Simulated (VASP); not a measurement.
Wanted: the native input for a VASP 6.6.1 run.

| Property | Result |
| --- | --- |
| Task | single point |
| Functional | LDA |
| Potentials or basis | VASP PAW LDA potentials, release 64 (Na_pv, H) |
| Cutoff | 520 eV |
| k mesh | 8 × 8 × 8 |
| Occupations | gaussian, width 0.05 eV |
| Spin | no spin polarisation |
| Dipole correction | no |
| Further INCAR settings | ALGO = Normal; EDIFF = 1e-06; NBANDS = 11 |

The structure of NaH lies in POSCAR:

```
NaH
1.0
    0.0000000000      2.4400000000      2.4400000000
    2.4400000000      0.0000000000      2.4400000000
    2.4400000000      2.4400000000      0.0000000000
Na H
1 1
Direct
    0.0230532787     -0.0230532787      0.0230532787
    0.5000000000      0.5000000000      0.5000000000
```

This cell differs from its parent crystal: all Na atoms moved +0.113 Å, as atom 1 along Cartesian [0 1 0].

The input as run:

INCAR

```
ALGO = Normal
EDIFF = 1E-6
ENCUT = 520
GGA = CA
ISIF = 2
ISMEAR = 0
LASPH = T
LCHARG = F
LREAL = F
LWAVE = F
NBANDS = 11
NELM = 100
PREC = Accurate
SIGMA = 0.05
```

KPOINTS

```
k-points
0
Gamma
  8 8 8
```

Potentials or basis: VASP PAW LDA potentials, release 64 (Na_pv, H).

Run with:

```console
$ cat potpaw_LDA.64/Na_pv/POTCAR potpaw_LDA.64/H/POTCAR > POTCAR
$ mpirun -np 1 vasp_std > vasp.out
```

It gave:

```
Pressure               : -2.6 GPa
Largest force          : 0.082 eV/Å
Band gap on the k mesh : 3.36 eV, indirect (least direct gap 4.26 eV)
```

Caveat: the cell differs from its parent crystal (all Na atoms moved +0.113 Å, as atom 1 along Cartesian [0 1 0]).

It took 17 s on 1 thread of Intel(R) Xeon(R) Platinum 8259CL CPU @ 2.50GHz (Skylake/Cascade Lake), on a shared host, peak memory 0.14 GiB.
